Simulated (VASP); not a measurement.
Wanted: the native input for a VASP 6.6.1 run.

```
Task                   : single point
Functional             : PBEsol
Potentials or basis    : VASP PAW PBE potentials, release 64 (Tm_3, I), 4f in core
Cutoff                 : 500 eV
k mesh                 : 8 × 8 × 4
Occupations            : tetrahedron
Spin                   : no spin polarisation
Dipole correction      : no
Mended                 : yes
Further INCAR settings : ALGO = Normal; EDIFF = 1e-06; NBANDS = 28
```

The structure of Tm2I3 lies in POSCAR:

```
Tm2I3
1.0
    4.5160660999      0.0000000000      0.0000000000
    0.0000000000      4.5160660999      0.0000000000
    0.0000000000      0.0000000000     14.0269837390
Tm I
2 3
Direct
    0.0000000000      0.0000000000      0.0000000000
    0.5000000000      0.5000000000      0.0000000000
    0.5000000000      0.5000000000      0.8011194324
    0.5000000000      0.5000000000      0.1988805676
    0.5000000000      0.5000000000      0.5000000000
```

The input as run:

INCAR

```
PREC = Accurate
ENCUT = 500
EDIFF = 1E-6
ISMEAR = -4
SIGMA = 0.1
LREAL = F
LASPH = T
NELM = 200
ALGO = Normal
ISIF = 2
LWAVE = F
LCHARG = F
GGA = PS
NBANDS = 28
GGA_COMPAT = F
LMAXMIX = 6
```

KPOINTS

```
regular mesh
0
Gamma
  8 8 4
```

Potentials or basis: VASP PAW PBE potentials, release 64 (Tm_3, I), 4f in core.

Launch:

```console
$ cat potpaw_PBE.64/Tm_3/POTCAR potpaw_PBE.64/I/POTCAR > POTCAR
$ mpirun -np 1 vasp_std > vasp.out
```

Results of the run:

```
Pressure               : -0.8 GPa
Largest force          : 0.198 eV/Å
Band gap on the k mesh : zero (an odd number of electrons rules out a gap without spin polarisation)
```

Caveat: the PAW data sets were made with another functional, which shifts forces and pressure a little; spin-orbit coupling is left out, which moves the levels of the heavy elements; this functional lacks dispersion, which binds the layers, so the pressure and a relaxed spacing across them are unreliable; the 4f electrons are frozen in the core, so they carry no moment and show no levels; an odd number of electrons without spin polarisation forces a metal; a magnetic or distorted state may lie lower; the run has no spin polarisation, though such a crystal can be magnetic.

Run time: 5.9 min on 1 thread of Intel(R) Xeon(R) 6975P-C (Granite Rapids), on a shared host, peak memory 0.56 GiB.
